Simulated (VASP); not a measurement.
Input of a VASP 6.6.1 run:

INCAR

```
SYSTEM = BN
PREC = Accurate ; ENCUT = 520
EDIFF = 1E-7 ; ISMEAR = -1
SIGMA = 0.02 ; LREAL = .False.
LASPH = .True. ; NELM = 60
ALGO = Normal ; ISIF = 2
LWAVE = .False. ; LCHARG = .False.
LDIPOL = .True. ; IDIPOL = 3
DIPOL = 0.5 0.5 0.500 ; GGA = CA
NBANDS = 21 ; EFIELD = -0.5
```

File KPOINTS:

```
Automatic mesh
0
Gamma
  10 7 1
  0 0 0
```

The input POSCAR:

```
BN
1.0
    2.5318878315      0.0000000000      0.0000000000
    0.0000000000      3.5806301097      0.0000000000
    0.0000000000      0.0000000000     18.5319000000
B N
3 3
Direct
    0.2500000000      0.0856381718      0.4407069770
    0.7500000000      0.6340962617      0.4999999715
    0.2500000000      0.0856382613      0.5592929582
    0.7500000000      0.9006063549      0.4304155016
    0.2500000000      0.3934143713      0.5000000273
    0.7500000000      0.9006065790      0.5695845645
```

Potentials or basis: VASP PAW LDA potentials, release 64 (B, N).

Run with:

```console
$ cat potpaw_LDA.64/B/POTCAR potpaw_LDA.64/N/POTCAR > POTCAR
$ mpirun -np 1 vasp_std > vasp.out
```

Problem. What does it give for the band gap on the k mesh?

Solution. 0.41 eV, indirect (least direct gap 0.50 eV).

Problem. Estimate the largest force.

Solution. 0.234 eV/Å.

Forces in eV/Å, atoms in the order of the input:
```
B    0.000  0.091  0.129
B    0.000 -0.025  0.232
B    0.000 -0.066  0.221
N    0.000  0.015 -0.232
N    0.000  0.016 -0.157
N    0.000 -0.031 -0.193
```
